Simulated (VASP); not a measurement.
Set up this calculation in VASP 6.6.1, as the native input.

- Task: single point
- Functional: r2SCAN
- Potentials or basis: VASP PAW PBE potentials, release 64 (Sn_d)
- Cutoff: 520 eV
- k mesh: 10 × 10 × 10
- Occupations: gaussian, width 0.15 eV
- Spin: no spin polarisation
- Dipole correction: no
- Further INCAR settings: ALGO = Normal; EDIFF = 1e-06; NBANDS = 21

The system is Sn.

```
Sn
1.0
     0.00000    3.29007    3.15846
     3.29007    0.00000    3.15846
     3.29007    3.29007    0.00000
Sn
2
Direct
  0.50000 0.50000 0.50000
  0.75000 0.75000 0.75000
```

This cell differs from its parent crystal: ratio of the length along z to the lengths across it x 0.96, volume and fractional coordinates fixed.

The input as run:

POSCAR

```
Sn
1.0
    0.0000000000      3.2900657995      3.1584631675
    3.2900657995      0.0000000000      3.1584631675
    3.2900657995      3.2900657995      0.0000000000
Sn
2
Direct
    0.5000000000      0.5000000000      0.5000000000
    0.7500000000      0.7500000000      0.7500000000
```

INCAR.step1

```
PREC = Accurate ; ENCUT = 520
ISMEAR = 0 ; SIGMA = 0.15
LREAL = F ; LASPH = T
NELM = 100 ; NBANDS = 21
GGA = PE ; ALGO = Normal
EDIFF = 1E-4 ; LWAVE = T
LCHARG = F
```

INCAR.step2

```
PREC = Accurate ; ENCUT = 520
EDIFF = 1E-6 ; ISMEAR = 0
SIGMA = 0.15 ; LREAL = F
LASPH = T ; NELM = 100
ALGO = Normal ; ISIF = 2
LWAVE = F ; LCHARG = T
METAGGA = R2SCAN ; LMIXTAU = T
LELF = T ; LVHAR = T
NBANDS = 21 ; ISTART = 1
```

KPOINTS

```
regular mesh
0
Gamma
  10 10 10
```

Potentials or basis: VASP PAW PBE potentials, release 64 (Sn_d).

Launch:

```console
$ cat potpaw_PBE.64/Sn_d/POTCAR > POTCAR
$ cp INCAR.step1 INCAR
$ mpirun -np 1 vasp_std > vasp.out
$ cp INCAR.step2 INCAR
$ mpirun -np 1 vasp_std > vasp.out
```

It gave:

```
Pressure               : 1.6 GPa
Band gap on the k mesh : 0.20 eV, indirect (least direct gap 0.28 eV)
```

Caveat: the PAW data sets were made with another functional, which shifts forces and pressure a little; spin-orbit coupling is left out, which moves the levels of the heavy elements.

It took 3.5 min on 1 thread of Intel(R) Xeon(R) Platinum 8559C (Emerald Rapids) (shared host), peak memory 0.29 GiB.
